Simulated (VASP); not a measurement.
A run of VASP 6.6.1 is set up as follows.

The input INCAR:

```
SYSTEM = MgC
  PREC = Accurate
  ENCUT = 600
  EDIFF = 1E-6
  ISMEAR = 0
  SIGMA = 0.1
  LREAL = .FALSE.
  LASPH = .TRUE.
  NELM = 100
  ALGO = Normal
  ISIF = 3
  LWAVE = .FALSE.
  LCHARG = .FALSE.
  GGA = PE
  IBRION = 2
  NSW = 90
  EDIFFG = -0.04
```

File KPOINTS:

```
regular mesh
0
G
  4 6 4
  0 0 0
```

File POSCAR:

```
MgC
1.0
    4.7356152800      0.0000000000      0.0000000000
    0.0000000000      3.1382070800      0.0000000000
    0.0000000000      0.0000000000      4.7464935800
Mg C
2 2
Direct
    0.7500000000      0.5000000000      0.2541110000
    0.2500000000      0.5000000000      0.7458890000
    0.2500000000      0.0000000000      0.2395320000
    0.7500000000      0.0000000000      0.7604680000
```

Potentials or basis: VASP PAW PBE potentials, release 64 (Mg, C).

The run is started by

```console
$ cat potpaw_PBE.64/Mg/POTCAR potpaw_PBE.64/C/POTCAR > POTCAR
$ mpirun -np 1 vasp_std > vasp.out
```

(1) Estimate the relaxed cell.

(2) Estimate the band gap on the k mesh.

(3) Estimate the space group after relaxing (to 0.05 Å).

Answers

(1) a = 3.877 Å, b = 2.919 Å, c = 3.873 Å, α = 90.00°, β = 90.00°, γ = 90.00°.

(2) zero (band 6 reaches 6.47 eV, above the bottom of band 7 at 4.06 eV).

(3) P4/mmm (No. 123).
